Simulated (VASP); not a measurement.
**NaLa: single point with LDA**

Crystal: NaLa.

```
La Na
1.0
     3.55751    0.00000    0.00000
    -1.77876    3.08090    0.00000
     0.00000    0.00000    6.39615
La Na
1 1
Direct
  0.00000 0.00000 0.50000
  0.66667 0.33333 0.00000
```

This cell differs from its parent crystal: volume scaled by 0.96.

```yaml
Program: VASP 6.6.1
Task: single point
Functional: LDA
Potentials_or_basis: VASP PAW LDA potentials, release 64 (La, Na_pv)
Cutoff: 520 eV
k_mesh: 9 × 9 × 4
Occupations: gaussian, width 0.05 eV
Spin: no spin polarisation
```

The pressure is -1.6 GPa. The band gap on the k mesh is zero (band 9 reaches 4.43 eV, above the bottom of band 10 at 3.90 eV).

Stress tensor (GPa, compression positive):
```
-1.92  0.00  0.00
 0.00 -1.92  0.00
 0.00  0.00 -1.11
```

Levels at points of the mesh, in eV from the Fermi level:
```
           k point  band 7  band 8  band 9  band 10  band 11  band 12
(0.00, 0.00, 0.00)  -15.79   -3.34   -1.26     0.84     0.97     1.55
(0.00, 0.00, 0.50)  -15.79   -2.33   -2.06    -0.05     0.98     1.26
```

Wall time 70 s on 1 thread of AMD EPYC 9R45 96-Core Processor (Zen 5) (shared host), peak memory 0.17 GiB.

Caveat: spin-orbit coupling is left out, which moves the levels of the heavy elements.
